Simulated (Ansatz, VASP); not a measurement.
## MgO in VASP and in Ansatz

Contents of INCAR:

```
PREC = Accurate
ENCUT = 600
EDIFF = 1E-6
ISMEAR = -1
SIGMA = 5E-4
LREAL = F
LASPH = T
NELM = 120
ALGO = Normal
ISIF = 2
LWAVE = F
LCHARG = T
GGA = PE
LELF = T
LVHAR = T
NBANDS = 11
GGA_COMPAT = F
```

File KPOINTS:

```
Automatic mesh
0
Gamma
  8 8 8
```

The input POSCAR:

```
MgO
1.0
    0.0000000000      2.1496500000      2.1496500000
    2.1496500000      0.0000000000      2.1496500000
    2.1496500000      2.1496500000      0.0000000000
Mg O
1 1
Direct
    0.0000000000      0.0000000000      0.0000000000
    0.5000000000      0.5000000000      0.5000000000
```

Input for Ansatz:

```yaml
crystal:
  lattice:
    - [0.0, 2.14965, 2.14965]
    - [2.14965, 0.0, 2.14965]
    - [2.14965, 2.14965, 0.0]
  atoms:
    - { symbol: Mg, position: [0.0, 0.0, 0.0] }
    - { symbol: O, position: [0.5, 0.5, 0.5] }
hamiltonian:
  xc: pbe
  pseudopotentials: { kind: paw }
basis:
  ecutwfc: 420
kpoints:
  mp_grid: { grid: [8, 8, 8] }
scf:
  occupations: { method: fermi_dirac, width: 0.0005 }
  lower_state_search: "off"
  algorithm: density_mixing
  max_iter: 50
  mixing: {}
output:
  forces: true
  stress: true
```

Alike in both runs: task single point; functional PBE; k mesh 8 × 8 × 8; occupations fermi-dirac, width 0.0005 eV; no spin polarisation.

|  | VASP | Ansatz |
| --- | --- | --- |
| version | VASP 6.6.1 | Ansatz 0.2.0 |
| potentials or method | VASP PAW PBE potentials, release 64 (Mg, O), cutoff 600 eV | PAW, plane waves, scalar-relativistic |
| valence electrons in the cell | 8 | 16 |

VASP gave:

```
pressure (GPa) : -5.5
```

Q: Estimate Ansatz's values.

A: Pressure (GPa): -4.5.

VASP's potentials hold 8 valence electrons a cell and Ansatz's 16, so a difference there can come from the potentials and not from the codes.
